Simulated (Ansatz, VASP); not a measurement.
## WS in VASP and in Ansatz

```
W S
1.0
     3.00789    0.00000    0.00000
     0.00000    3.00789    0.00000
     0.00000    0.00000    3.00789
W S
1 1
Direct
  0.50000 0.50000 0.50000
  0.00000 0.00000 0.00000
```

Alike in both runs: task single point; functional PBE-based screened hybrid with a share of 0.25 of exact exchange and HFSCREEN = 0.2078699; k mesh 5 × 5 × 5; occupations fermi-dirac, width 0.05 eV; no spin polarisation.

|  | VASP | Ansatz |
| --- | --- | --- |
| version | VASP 6.6.1 | Ansatz 0.2.0 |
| potentials or method | VASP PAW PBE potentials, release 64 (W_sv, S) | Ansatz PAW |
| plane-wave cutoff (eV) | 520 | 420 |
| valence electrons in the cell | 20 | 20 |

Ansatz gave:

| Quantity | Value |
| --- | --- |
| gap on the k mesh at the Fermi level (eV) | none |
| pressure (GPa) | -8.0 |

Question: Estimate VASP's values.

Answer: gap on the k mesh at the Fermi level (eV): none; pressure (GPa): -8.4.

VASP's potentials were made for PBE, not for PBE-based screened hybrid. A gap of «none» marks a metal or a gap that the smearing closes. With one functional, cell and mesh, what is left measures potentials, basis and numerics.

The k mesh is coarse, so the values compare programs but aren't converged. Spin-orbit coupling is off throughout.
